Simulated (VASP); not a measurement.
# Nb (I4/mmm) in VASP: a series of runs

Runs on Nb. Level: r2SCAN. Tasks: single point.

Program: VASP 6.6.1. These are calculated values, not measurements. Logs are shortened: lines on timing, memory, paths and dates and some standing lists are left out, and cuts for length are marked.

## Step 1: The cell of the first run

Symmetry: I4/mmm, No. 139, tetragonal system. The conventional cell has a = 3.453 Å, b = 3.453 Å, c = 3.174 Å, α = 90.00°, β = 90.00°, γ = 90.00°. Within 3.8 Å of Nb (site symmetry 4/mmm) lie 14 Nb at 2.91 to 3.45 Å.

## Step 2: Single point, r2SCAN

POSCAR

```
Nb
1.0
    0.0000000000      2.4415891490      1.5870329468
    2.4415891490      0.0000000000      1.5870329468
    2.4415891490      2.4415891490      0.0000000000
Nb
1
Direct
    0.0000000000      0.0000000000      0.0000000000
```

INCAR.step1

```
SYSTEM = Nb
ALGO = Normal
EDIFF = 1E-4
ENCUT = 520
GGA = PE
ISMEAR = 0
LASPH = .TRUE.
LCHARG = .FALSE.
LREAL = .FALSE.
LWAVE = .TRUE.
NBANDS = 12
NELM = 60
PREC = Accurate
SIGMA = 0.15
```

INCAR.step2

```
SYSTEM = Nb
ALGO = Normal
EDIFF = 1E-6
ENCUT = 520
ISIF = 2
ISMEAR = 0
ISTART = 1
LASPH = .TRUE.
LCHARG = .TRUE.
LELF = .TRUE.
LMIXTAU = .TRUE.
LREAL = .FALSE.
LVHAR = .TRUE.
LWAVE = .FALSE.
METAGGA = R2SCAN
NBANDS = 12
NELM = 60
PREC = Accurate
SIGMA = 0.15
```

KPOINTS

```
k-points
0
G
  22 22 22
  0 0 0
```

Potentials or basis: VASP PAW PBE potentials, release 64 (Nb_sv).

Started as:

```sh
cat potpaw_PBE.64/Nb_sv/POTCAR > POTCAR
cp INCAR.step1 INCAR
mpirun -np 1 vasp_std > vasp.out
cp INCAR.step2 INCAR
mpirun -np 1 vasp_std > vasp.out
```

OUTCAR:

```text
SYSTEM = Nb
   EDIFF = 1E-6
   ENCUT = 520
   ISIF = 2
   ISMEAR = 0
   ISTART = 1
   LASPH = .TRUE.
   LREAL = .FALSE.
   METAGGA = R2SCAN
   NELM = 60
   PREC = Accurate

 ion  position               nearest neighbor table
   1  0.000  0.000  0.000-

  LATTYP: Found a body centered tetragonal cell.
 ALAT       =     3.4529284883
 C/A-ratio  =     0.9192388155

  Lattice vectors:

 A1 = (   0.0000000000,  -2.4415891490,  -1.5870329468)
 A2 = (   0.0000000000,   2.4415891490,  -1.5870329468)
 A3 = (   2.4415891490,   0.0000000000,   1.5870329468)

Analysis of symmetry for initial positions (statically):
=====================================================================
 Subroutine PRICEL returns:
 Original cell was already a primitive cell.

 Routine SETGRP: Setting up the symmetry group for a
 body centered tetragonal supercell.

 Subroutine GETGRP returns: Found 16 space group operations
 (whereof 16 operations were pure point group operations)
 out of a pool of 16 trial point group operations.

The static configuration has the point symmetry D_4h.

Analysis of symmetry for dynamics (positions and initial velocities):
=====================================================================
 Subroutine PRICEL returns:
 Original cell was already a primitive cell.

 Routine SETGRP: Setting up the symmetry group for a
 body centered tetragonal supercell.

 Subroutine GETGRP returns: Found 16 space group operations
 (whereof 16 operations were pure point group operations)
 out of a pool of 16 trial point group operations.

The dynamic configuration has the point symmetry D_4h.

 Subroutine INISYM returns: Found 16 space group operations
 (whereof 16 operations are pure point group operations),
 and found     1 'primitive' translations

----------------------------------------------------------------------------------------

                                     Primitive cell

  volume of cell :      18.9217

  direct lattice vectors                    reciprocal lattice vectors
     0.000000000  2.441589149  1.587032947    -0.204784658  0.204784658  0.315053321
     2.441589149  0.000000000  1.587032947     0.204784658 -0.204784658  0.315053321
     2.441589149  2.441589149  0.000000000     0.204784658  0.204784658 -0.315053321

  length of vectors
     2.912049304  2.912049304  3.452928488     0.427939374  0.427939374  0.427939374

  position of ions in fractional coordinates (direct lattice)
     0.000000000  0.000000000  0.000000000

  ion indices of the primitive-cell ions
   primitive index   ion index
                 1           1

----------------------------------------------------------------------------------------

 KPOINTS: k-points

Automatic generation of k-mesh.
 Grid dimensions read from file:
 generate k-points for:   22   22   22

 Generating k-lattice:

  Cartesian coordinates                     Fractional coordinates (reciprocal lattice)
    -0.009308394  0.009308394  0.014320605     0.045454545  0.000000000  0.000000000
     0.009308394 -0.009308394  0.014320605     0.000000000  0.045454545  0.000000000
     0.009308394  0.009308394 -0.014320605    -0.000000000 -0.000000000  0.045454545

  Length of vectors
     0.019451790  0.019451790  0.019451790

  Shift w.r.t. Gamma in fractional coordinates (k-lattice)
     0.000000000  0.000000000  0.000000000

 Subroutine IBZKPT returns following result:
 ===========================================

 Found    834 irreducible k-points:

 Following reciprocal coordinates:
            Coordinates               Weight
  0.000000  0.000000  0.000000      1.000000
  0.045455 -0.000000  0.000000      8.000000
  0.090909 -0.000000  0.000000      8.000000
  0.136364 -0.000000  0.000000      8.000000
  0.181818 -0.000000  0.000000      8.000000
  0.227273 -0.000000  0.000000      8.000000
[... 16 lines left out ...]
  0.500000  0.045455  0.000000      8.000000
 -0.454545  0.045455  0.000000      8.000000
 [... further k-points ...]
   k-points           NKPTS =    834   k-points in BZ     NKDIM =    834   number of bands    NBANDS=     12
   number of dos      NEDOS =    301   number of ions     NIONS =      1
   total plane-waves  NPLWV =  16128
   dimension x,y,z NGX =    24 NGY =   24 NGZ =   28
   dimension x,y,z NGXF=    48 NGYF=   48 NGZF=   56
   ions per type =               1
   NGX,Y,Z   is equivalent  to a cutoff of  13.70, 13.70, 13.48 a.u.
   NGXF,Y,Z  is equivalent  to a cutoff of  27.40, 27.40, 26.96 a.u.
 SYSTEM =  Nb
   PREC   = accura    normal or accurate (medium, high low for compatibility)
   ISTART =      1    job   : 0-new  1-cont  2-samecut
   ICHARG =      0    charge: 1-file 2-atom 10-const
   ISPIN  =      1    spin polarized calculation?
   LNONCOLLINEAR =      F non collinear calculations
   LSORBIT =      F    spin-orbit coupling
   LASPH  =      T    aspherical Exc in radial PAW
   ENCUT  =  520.0 eV  38.22 Ry    6.18 a.u.   5.41  5.41  6.42*2*pi/ulx,y,z
   NELM   =     60;   NELMIN=  2; NELMDL=  0     # of ELM steps
   EDIFF  = 0.1E-05   stopping-criterion for ELM
   LREAL  =      F    real-space projection
   EDIFFG = 0.1E-04   stopping-criterion for IOM
   NSW    =      0    number of steps for IOM
   IBRION =     -1    ionic relax: 0-MD 1-quasi-New 2-CG
   NFREE  =      0    steps in history (QN), initial steepest desc. (CG)
   ISIF   =      2    stress and relaxation
   ISYM   =      2    0-nonsym 1-usesym 2-fastsym
   POTIM  = 0.5000    time-step for ionic-motion
   TEBEG  =    0.0;   TEEND  =   0.0 temperature during run
   PSTRESS=    0.0 pullay stress
   NELECT =      13.0000    total number of electrons
   NUPDOWN=      -1.0000    fix difference up-down
   EMIN   =  10.00;   EMAX   =-10.00  energy-range for DOS
   EFERMI =   0.00;   METHOD = LEGACY
   ISMEAR =     0;   SIGMA  =   0.15  broadening in eV -4-tet -1-fermi 0-gaus
   EFERMI_NEDOS =   21; number of points for ismear=-14 and -15
   IALGO  =     38    algorithm
   IMIX   =      4    mixing-type and parameters
     AMIX     =   0.40;   BMIX     =  1.00
     AMIX_MAG =   1.60;   BMIX_MAG =  1.00
  volume/ion in A,a.u.               =      18.92       127.69
  Fermi-wavevector in a.u.,A,eV,Ry     =   1.444560  2.729823 28.392005  2.086754
  Thomas-Fermi vector in A             =   2.562841
   LORBIT       =      0    0 simple, 1 ext, 2 COOP (PROOUT), +10 PAW based schemes
   METAGGA = R2SCAN    functional components
   LHFCALC =     F    Hartree Fock is set to
   AEXX    =    0.0000 exact exchange contribution
   IVDW    =     0    specifies the selected vdW correction
   LEPSILON=     F    determine dielectric tensor
   LRPA    =     F    only Hartree local field effects (RPA)
 non-spin polarized calculation
 Gauss-broadening in eV      SIGMA  =   0.15
  energy-cutoff  :      520.00
  volume of cell :       18.92
 maximum number of plane-waves:       526
 NGX is ok and might be reduce to    24

 number of electron      13.0000000 magnetization

 Free energy of the ion-electron system (eV)
  ---------------------------------------------------
  ext. energy  EPLUGINS =         0.00000000
  ---------------------------------------------------
  free energy    TOTEN  =       -24.80600134 eV

  energy without entropy =      -24.79009163  energy(sigma->0) =      -24.79804649

 E-fermi :  10.4889     XC(G=0): -13.3396

 val. band max:       10.4881151034   @ k =   0.2727   0.0455   0.0000
 cond. band min:      10.4898324422   @ k =  -0.3636   0.2273   0.0455
 fundamental gap:      0.0017173387
 Fermi energy:        10.4889250402

 k-point     1 :       0.0000    0.0000    0.0000
  band No.  band energies     occupation
      1     -45.7604      2.00000
      2     -20.4014      2.00000
      3     -20.4014      2.00000
      4     -20.4004      2.00000
      5       4.2658      2.00000
      6      10.2959      1.93121
      7      11.3194      0.00000
      8      11.3194      0.00000
      9      13.1401      0.00000
     10      14.4833      0.00000
     11      24.7368      0.00000
     12      24.7368      0.00000

 k-point     2 :       0.0455   -0.0000    0.0000
  band No.  band energies     occupation
      1     -45.7559      2.00000
      2     -20.4280      2.00000
      3     -20.4100      2.00000
      4     -20.4021      2.00000
      5       4.3541      2.00000
      6      10.3144      1.90012
      7      11.2948      0.00000
      8      11.3202      0.00000
      9      13.1395      0.00000
     10      14.4115      0.00000
     11      24.8904      0.00000
     12      24.8960      0.00000

 k-point     3 :       0.0909   -0.0000    0.0000
  band No.  band energies     occupation
      1     -45.7425      2.00000
      2     -20.5067      2.00000
      3     -20.4349      2.00000
      4     -20.4055      2.00000
      5       4.6118      2.00000
      6      10.3169      1.89527
      7      11.2066      0.00000
      8      11.3843      0.00000
      9      13.1508      0.00000
     10      14.2394      0.00000
     11      25.2882      0.00000
     12      25.3616      0.00000
[... 286 lines left out ...]
 k-point    23 :       0.5000    0.0455    0.0000
  band No.  band energies     occupation
      1     -45.5277      2.00000
      2     -21.6369      2.00000
      3     -20.8191      2.00000
      4     -20.4751      2.00000
      5       6.8256      2.00000
      6       8.6733      2.00000
      7      12.3007      0.00000
      8      13.8541      0.00000
      9      15.3922      0.00000
     10      16.6836      0.00000
     11      22.4725      0.00000
     12      22.8113      0.00000

 k-point    24 :      -0.4545    0.0455    0.0000
  band No.  band energies     occupation
      1     -45.5334      2.00000
      2     -21.6088      2.00000
      3     -20.8121      2.00000
      4     -20.4715      2.00000
      5       6.8516      2.00000
      6       8.7170      2.00000
      7      12.1289      0.00000
      8      13.8428      0.00000
      9      15.1902      0.00000
     10      16.4933      0.00000
     11      22.4969      0.00000
     12      23.2929      0.00000

 [... further k-points ...]
[... 5 lines left out ...]
  --------------------------------------------------------------------------------------
  -------------------------------------------------------------------------------------
  Total       -1.1219269     -1.1219269     -0.4109414      0.0000000      0.0000000     -0.0000000
  in kB      -94.9979024    -94.9979024    -34.7960075      0.0000000      0.0000000     -0.0000000
  external PRESSURE =     -74.9306041 kB  Pullay stress =       0.0000000 kB

 VOLUME and BASIS-vectors are now :
 -----------------------------------------------------------------------------
  energy-cutoff  :      520.00
  volume of cell :       18.92
      direct lattice vectors                 reciprocal lattice vectors
     0.000000000  2.441589149  1.587032947    -0.204784658  0.204784658  0.315053321
     2.441589149  0.000000000  1.587032947     0.204784658 -0.204784658  0.315053321
     2.441589149  2.441589149  0.000000000     0.204784658  0.204784658 -0.315053321

 POSITION                                       TOTAL-FORCE (eV/Angst)
 -----------------------------------------------------------------------------------
      0.00000      0.00000      0.00000        -0.000000      0.000000     -0.000000
 -----------------------------------------------------------------------------------
    total drift:                               -0.000000     -0.000000      0.000000

  FREE ENERGIE OF THE ION-ELECTRON SYSTEM (eV)
  ---------------------------------------------------
  free  energy   TOTEN  =       -24.8060013419 eV

  energy  without entropy=      -24.7900916328  energy(sigma->0) =      -24.79804649
```

Wall time 8.3 min (1 thread of Intel Xeon 6975P-C (Granite Rapids), shared host); peak memory 0.3 GiB.

Results:

- Free energy: -24.8060 eV
- Pressure: -7.5 GPa
- Band gap on the k mesh: zero (an odd number of electrons rules out a gap without spin polarisation)

Levels at points of the mesh, in eV from the Fermi level:
| k point | band 3 | band 4 | band 5 | band 6 | band 7 | band 8 | band 9 | band 10 |
| --- | --- | --- | --- | --- | --- | --- | --- | --- |
| (0.00, 0.00, 0.00) | -30.89 | -30.89 | -6.22 | -0.19 | 0.83 | 0.83 | 2.65 | 3.99 |
| (0.50, 0.00, 0.00) | -31.30 | -30.95 | -3.74 | -1.90 | 2.23 | 3.40 | 4.64 | 6.21 |
| (0.50, 0.50, 0.00) | -31.80 | -31.60 | -3.69 | -3.53 | 5.44 | 5.44 | 5.68 | 8.36 |
| (0.50, 0.00, 0.50) | -31.22 | -30.86 | -3.69 | -0.84 | 1.58 | 2.52 | 3.73 | 6.11 |

Caveat: the cell stands under tension; the PAW data sets were made with another functional, which shifts forces and pressure a little.

## Step 3: Single point, r2SCAN

This run uses another cell than the first one, of the same volume but with other edges.

POSCAR

```
Nb
1.0
    0.0000000000      1.8476226829      2.7714340244
    1.8476226829      0.0000000000      2.7714340244
    1.8476226829      1.8476226829      0.0000000000
Nb
1
Direct
    0.0000000000      0.0000000000      0.0000000000
```

INCAR.step1 is that of step 2.

INCAR.step2, as its differences from that of step 2:

```diff
@@ -8,7 +8,5 @@
 LASPH = .TRUE.
-LCHARG = .TRUE.
-LELF = .TRUE.
+LCHARG = .FALSE.
 LMIXTAU = .TRUE.
 LREAL = .FALSE.
-LVHAR = .TRUE.
 LWAVE = .FALSE.
```

KPOINTS is that of step 2.

Potentials or basis: VASP PAW PBE potentials, release 64 (Nb_sv).

Started as:

```sh
cat potpaw_PBE.64/Nb_sv/POTCAR > POTCAR
cp INCAR.step1 INCAR
mpirun -np 1 vasp_std > vasp.out
cp INCAR.step2 INCAR
mpirun -np 1 vasp_std > vasp.out
```

It took 12 min on 1 thread of Intel Xeon 6975P-C (Granite Rapids), shared host; peak memory 0.29 GiB.

It converged, with:

```yaml
Free_energy: -24.5191 eV
Pressure: -0.9 GPa
Band_gap_on_the_k_mesh: zero (an odd number of electrons rules out a gap without spin polarisation)
```

Stress tensor (GPa, compression positive):
```
  9.21   0.00   0.00
  0.00   9.21   0.00
  0.00   0.00 -21.16
```

Levels at points of the mesh, in eV from the Fermi level:
```csv
k point,band 3,band 4,band 5,band 6,band 7,band 8,band 9,band 10,band 11,band 12
"(0.00, 0.00, 0.00)",-30.75,-30.75,-6.26,-2.67,-1.22,2.99,2.99,6.16,12.05,14.69
"(0.50, 0.00, 0.00)",-31.54,-30.60,-3.75,-1.70,1.90,2.40,4.47,4.90,10.92,12.45
"(0.50, 0.50, 0.00)",-30.83,-30.83,-4.02,-3.42,-0.20,5.24,5.24,6.41,8.31,16.62
"(0.50, 0.00, 0.50)",-32.46,-31.32,-4.54,-2.51,2.08,3.70,6.69,8.67,9.02,14.12
```

Caveat: the PAW data sets were made with another functional, which shifts forces and pressure a little.
